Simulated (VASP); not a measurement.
A run of VASP 6.6.1 is set up as follows.

Contents of INCAR:

```
PREC = Accurate
ENCUT = 600
EDIFF = 1E-6
ISMEAR = 0
SIGMA = 0.2
LREAL = False
LASPH = True
NELM = 120
ALGO = Normal
ISIF = 2
LWAVE = False
LCHARG = False
GGA = PE
NBANDS = 20
GGA_COMPAT = False
```

The input KPOINTS:

```
Automatic mesh
0
Gamma
  4 4 4
```

File POSCAR:

```
B5C2
1.0
    2.5106107247      1.4495017789      2.3289037944
   -2.5106107247      1.4495017789      2.3289037944
    0.0000000000     -2.8990035543      2.3289037966
B C
5 2
Direct
    0.0000000000      0.0000000000      0.5000000000
    0.5000000000      0.0000000000      0.0000000000
    0.0000000000      0.5000000000      0.0000000000
    0.5000000000      0.5000000000      0.5000000000
    0.0000000000      0.0000000000      0.0000000000
    0.2802750989      0.2802750989      0.2802750989
    0.7197249011      0.7197249011      0.7197249011
```

Potentials or basis: VASP PAW PBE potentials, release 64 (B, C).

Run with:

```sh
$ cat potpaw_PBE.64/B/POTCAR potpaw_PBE.64/C/POTCAR > POTCAR
$ mpirun -np 1 vasp_std > vasp.out
```

(1) Estimate the pressure.

(2) What does it give for the band gap on the k mesh?

## Answers

(1) -0.4 GPa.

(2) zero (an odd number of electrons rules out a gap without spin polarisation).

Caveat: the k points lie up to 0.43 Å⁻¹ apart, too coarse for converged energies and pressures of a metal.
